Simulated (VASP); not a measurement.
**C: single point with PBE+D3(BJ)**

C, a slab with vacuum:

```xyz
4
Lattice="2.1879 0.0000 0.0000 -1.0940 2.3752 0.0000 0.0000 0.0000 23.9223" Properties=species:S:1:pos:R:3 pbc="T T T"
C     0.0000    0.0000   13.6634
C     0.0000    0.0000   10.2589
C     0.0000    1.5834   10.2584
C     1.0940    0.7917   13.6638
```

This cell differs from its parent crystal: strain -0.1125 x Voigt [1, -1, 0, 0, 0, 0].

* Program: VASP 6.6.1
* Task: single point
* Functional: PBE
* Dispersion: D3(BJ)
* Potentials or basis: VASP PAW PBE potentials, release 64 (C)
* Cutoff: 600 eV
* k mesh: 24 × 24 × 2
* Occupations: gaussian, width 0.15 eV
* Spin: no spin polarisation
* Dipole correction: no
* Further INCAR settings: ALGO = Normal; EDIFF = 1e-06; NBANDS = 16

| Item | Value |
| --- | --- |
| Largest force | 1.444 eV/Å |
| Dispersion energy per atom | -0.106 eV |

Forces in eV/Å, atoms in the order of the input:
```
C    0.000 -1.437  0.004
C    0.000  1.437 -0.004
C    0.000 -1.444 -0.003
C    0.000  1.444  0.003
```

Wall time 13 min on 1 thread of Oxide Virtual Turin-like Processor, with other jobs on the host, peak memory 0.65 GiB.

Caveat: the cell differs from its parent crystal (strain -0.1125 x Voigt [1, -1, 0, 0, 0, 0]); there is no dipole correction, which matters where the two faces differ.
